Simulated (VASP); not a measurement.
Crystal: Ti.

```xyz
1
Lattice="0.0000 2.0300 2.0300 2.0300 0.0000 2.0300 2.0300 2.0300 0.0000" Properties=species:S:1:pos:R:3 pbc="T T T"
Ti    0.0000    0.0000    0.0000
```

```yaml
Program: VASP 6.6.1
Task: relaxation of cell and atoms
Functional: PBEsol
Dispersion: D3(BJ)
Potentials_or_basis: VASP PAW PBE potentials, release 64 (Ti_sv)
Cutoff: 600 eV
k_mesh: 13 × 13 × 13
Occupations: gaussian, width 0.1 eV
Spin: no spin polarisation
```

At the start: pressure -6.7 GPa; volume 16.73 Å³/atom.

Task: Where does the relaxation end?

Result: Over 3 steps the energy falls by 21.1 meV/atom and the volume is 15.77 Å³/atom (-5.8 %); space group Fm-3m (No. 225, to 0.05 Å).

The path:
| step | energy change (eV) | largest force (eV/Å) | pressure (GPa) | volume (Å³) |
| --- | --- | --- | --- | --- |
| 1 | 0.0000 | 0.0000 | -6.65 | 16.73 |
| 2 | -0.0097 | 0.0000 | 5.70 | 15.10 |
| 3 | -0.0211 | 0.0000 | 0.04 | 15.77 |

Final structure:
```cif
data_structure
_symmetry_space_group_name_H-M 'P 1'
_symmetry_Int_Tables_number 1
_cell_length_a 2.8146
_cell_length_b 2.8146
_cell_length_c 2.8146
_cell_angle_alpha 60.000
_cell_angle_beta 60.000
_cell_angle_gamma 60.000
_cell_volume 15.77
loop_
_atom_site_label
_atom_site_type_symbol
_atom_site_fract_x
_atom_site_fract_y
_atom_site_fract_z
_atom_site_occupancy
Ti1 Ti 0.00000 0.00000 0.00000 1
```

Caveat: the PAW data sets were made with another functional, which shifts forces and pressure a little; pairwise dispersion overbinds metals, which lowers pressure and volume.
